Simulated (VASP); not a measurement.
Set up this calculation in VASP 6.6.1, as the native input.

```
Task                   : single point
Functional             : PBEsol
Potentials or basis    : VASP PAW PBE potentials, release 64 (Li_sv, Be, H)
Cutoff                 : 520 eV
k mesh                 : 2 × 2 × 2
Occupations            : fermi-dirac, width 0.05 eV
Spin                   : no spin polarisation
Dipole correction      : no
Further INCAR settings : LREAL = Auto; ALGO = Normal; EDIFF = 1e-06; NBANDS = 56
```

The structure of Li7Be8H24 (a cell with a defect) lies in POSCAR:

```
Li7Be8H24
1.0
    0.0000000000      6.2993000000      4.4104000000
    4.5361000000      0.0000000000      4.4104000000
    4.5361000000      6.2993000000      0.0000000000
Li Be H
7 8 24
Direct
    0.3969188437      0.1418531498      0.3240977772
    0.6856814110      0.3422525632      0.5851740808
    0.8897738467      0.0802968952      0.8923448014
    0.1365791003      0.4297187412      0.0973199044
    0.8891005227      0.5892461125      0.8883668149
    0.0875696742      0.8964907285      0.1925725638
    0.6424165642      0.9262846874      0.6519653512
    0.2703123496      0.2282365348      0.7762166298
    0.7103712288      0.2631912599      0.2450206402
   -0.0066743326     -0.0021684027      0.5110637092
    0.4924449343     -0.0745236573      0.0344231304
    0.7430932452      0.7203567820      0.2086791740
    0.2277401961      0.7702645200      0.6984420781
    0.4857743618      0.5035236611     -0.0165634971
    0.0046459548      0.5146493472      0.5344456903
    0.2263063188      0.0572507282      0.7357212081
   -0.0458459375      0.7579582176     -0.0734054079
    0.2543357550      1.0412610163      0.2230188717
    0.5033508151      0.2451073746      0.0033880289
    0.2672962741      0.5053774063      0.7197499057
    0.5106237124      0.7337305412      0.5243325526
    0.2415402386      0.5276643687      0.2689450535
   -0.0090199429      0.2351672311      0.5894177648
    0.8951521840      0.5615637601      0.3208241943
    0.6579293669      0.3202132052      0.0809463812
    0.8699517343      0.1219764355      0.3995067770
    0.5146328171      0.8568981098      0.2244493032
    0.7168164387      0.5296011198      0.1961103945
    0.4779869729      0.3082682420      0.4311775374
    0.6914758244      0.5795426773      0.7057905385
    1.0180346766      0.7543669197      0.4708926646
    0.7489864045      0.9672298117      0.2544584227
    0.9999407480      0.2368858437      1.0420321696
    0.7811162057     -0.0722009146      0.7946938049
    0.4924568825      0.7051215685      1.0236322068
    0.4708973738      0.1691352763      0.7990532557
    0.1698736373      0.9342892504      0.5359825690
    0.3385425723      0.6725902047      0.8444618885
    0.0661986035      0.3335610555      0.6973465523
```

One way to write it, as run:

INCAR

```
SYSTEM = Li7Be8H24
PREC = Accurate
ENCUT = 520
EDIFF = 1E-6
ISMEAR = -1
SIGMA = 0.05
LREAL = Auto
LASPH = .TRUE.
NELM = 60
ALGO = Normal
ISIF = 2
LWAVE = .FALSE.
LCHARG = .FALSE.
GGA = PS
NBANDS = 56
```

KPOINTS

```
regular mesh
0
G
  2 2 2
  0 0 0
```

Potentials or basis: VASP PAW PBE potentials, release 64 (Li_sv, Be, H).

Launch:

```console
$ cat potpaw_PBE.64/Li_sv/POTCAR potpaw_PBE.64/Be/POTCAR potpaw_PBE.64/H/POTCAR > POTCAR
$ mpirun -np 1 vasp_std > vasp.out
```

Results of the run:

The largest force is 2.321 eV/Å.

Caveat: the k points lie up to 0.56 Å⁻¹ apart; the PAW data sets were made with another functional, which shifts forces and pressure a little.

Run time: 11 min on 1 thread of Intel Xeon 8259CL, on a shared host, peak memory 0.44 GiB.
